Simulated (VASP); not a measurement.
PbO2:

```
Pb O
1.0
     0.00000    2.70199    2.70199
     2.70199    0.00000    2.70199
     2.70199    2.70199    0.00000
Pb O
1 2
Direct
  0.00000 0.00000 0.00000
  0.25000 0.25000 0.25000
  0.75000 0.75000 0.75000
```

Base run:

```yaml
Program: VASP 6.6.1
Functional: PBE
Potentials_or_basis: VASP PAW PBE potentials, release 64 (Pb_d, O)
Cutoff: 600 eV
k_mesh: 6 × 6 × 6
Occupations: gaussian, width 0.1 eV
Spin: no spin polarisation
Hubbard_terms: O p U = 6.2 eV
```

Its results: band gap on the k mesh zero (bands 13 and 14 overlap by 1.17 eV); pressure -2.1 GPa.

**Question.** The run is repeated on the same cell with these changes: hubbard terms from O p U = 6.2 eV to O p U = 8.4 eV. What comes out?

**Answer.** Band gap on the k mesh zero (bands 13 and 14 overlap by 1.17 eV); pressure -3.0 GPa.

Caveats: spin-orbit coupling is left out, which moves the levels of the heavy elements; U without spin polarisation on a metal has little footing.
